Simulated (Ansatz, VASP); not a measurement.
# MoS2: VASP beside Ansatz

```xyz
3
Lattice="3.2812 0.0000 0.0000 -1.6406 2.8416 0.0000 0.0000 0.0000 6.2386" Properties=species:S:1:pos:R:3 pbc="T T T"
Mo    0.0000    0.0000    3.1193
S     0.0000    1.8944    1.6176
S     1.6406    0.9472    4.6210
```

Alike in both runs: task single point; functional r2SCAN; k mesh 4 × 4 × 2; no spin polarisation.

|  | VASP | Ansatz |
| --- | --- | --- |
| version | VASP 6.6.1 | Ansatz 0.2.0 |
| potentials or method | VASP PAW PBE potentials, release 64 (Mo_sv, S) | plane waves, PAW |
| plane-wave cutoff (eV) | 520 | 500 |
| occupations | gaussian, width 0.1 eV | gaussian |
| valence electrons in the cell | 26 | 26 |

```tsv
	VASP	Ansatz	Ansatz less VASP
gap on the k mesh at the Fermi level (eV)	none	none	-
pressure (GPa)	0.1	0.0	-0.04
rms of the force components (eV/Å)	0.035	0.033	-0.0021
```

VASP's potentials were made for PBE, not for r2SCAN. Atom by atom the forces differ by 0.002 eV/Å (rms over components). A gap of «none» marks a metal or a gap that the smearing closes.

The k mesh is coarse, so the values compare programs but aren't converged.
